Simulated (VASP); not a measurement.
The system is Sn2Bi.

```xyz
3
Lattice="-2.0067 2.0067 4.9226 2.0067 -2.0067 4.9226 2.0067 2.0067 -4.9226" Properties=species:S:1:pos:R:3 pbc="T T T"
Sn    0.0000    0.0000    6.5470
Sn    0.0000    0.0000    3.2981
Bi    0.0000    0.0000    0.0000
```

| Quantity | Value |
| --- | --- |
| Program | VASP 6.6.1 |
| Task | relaxation of cell and atoms |
| Functional | PBE |
| Potentials or basis | VASP PAW PBE potentials, release 64 (Sn_d, Bi_d) |
| Cutoff | 600 eV |
| k mesh | 6 × 6 × 6 |
| Occupations | gaussian, width 0.1 eV |
| Spin | no spin polarisation |

At the start: pressure 7.2 GPa; volume 26.43 Å³/atom.

How do energy, volume and symmetry change on relaxing?

Over 14 steps the energy falls by 103.2 meV/atom and the volume is 29.20 Å³/atom (+10.5 %); space group I4/mmm (No. 139, to 0.1 Å) before and after.

The path:
```csv
step,energy change (eV),largest force (eV/Å),pressure (GPa),volume (Å³)
1,0.0000,0.1355,7.16,79.29
2,-0.2012,0.0266,-2.07,93.60
3,-0.2238,0.0050,-0.25,89.70
4,-0.2238,0.0074,-0.38,89.92
5,-0.2530,0.0570,-0.68,89.79
6,-0.2932,0.1121,-0.97,89.43
7,-0.2949,0.1219,-0.97,89.30
8,-0.2970,0.1347,0.80,85.89
9,-0.3010,0.1307,-0.02,87.40
10,-0.3037,0.1116,0.04,87.29
11,-0.3057,0.0702,0.20,87.08
12,-0.3072,0.0520,0.02,87.39
13,-0.3082,0.0096,-0.34,88.04
14,-0.3097,0.0138,-0.15,87.59
```

Final structure:
```
Sn Bi
1.0
    -1.99993    1.99993    5.47485
     1.99993   -1.99993    5.47485
     1.99993    1.99993   -5.47485
Sn Bi
2 1
Direct
  0.67180 0.67180 0.00000
  0.32820 0.32820 0.00000
  0.00000 0.00000 0.00000
```
